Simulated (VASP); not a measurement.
Al2Cu:

```xyz
3
Lattice="4.1052 0.0000 0.0000 0.0000 4.1052 0.0000 0.0000 0.0000 2.8913" Properties=species:S:1:pos:R:3 pbc="T T T"
Cu    0.0000    0.0000    0.0000
Al    0.0000    2.0526    1.4457
Al    2.0526    0.0000    1.4457
```

Base run:

- Program: VASP 6.6.1
- Functional: PBEsol
- Potentials or basis: VASP PAW PBE potentials, release 64 (Cu, Al)
- Cutoff: 520 eV
- k mesh: 6 × 6 × 8
- Occupations: fermi-dirac, width 0.05 eV
- Spin: no spin polarisation

Its results: pressure -2.0 GPa.

Task: The run is repeated on the same cell with these changes: k mesh from 6 × 6 × 8 to 7 × 7 × 9; dispersion from none to D3(BJ). What comes out?

Result: Pressure -5.7 GPa.

Several settings changed at once, so the effect can't be laid on one alone.

Caveats: the PAW data sets were made with another functional, which shifts forces and pressure a little; three body term missing (some runs); pairwise dispersion overbinds metals, which lowers pressure and volume (some runs).
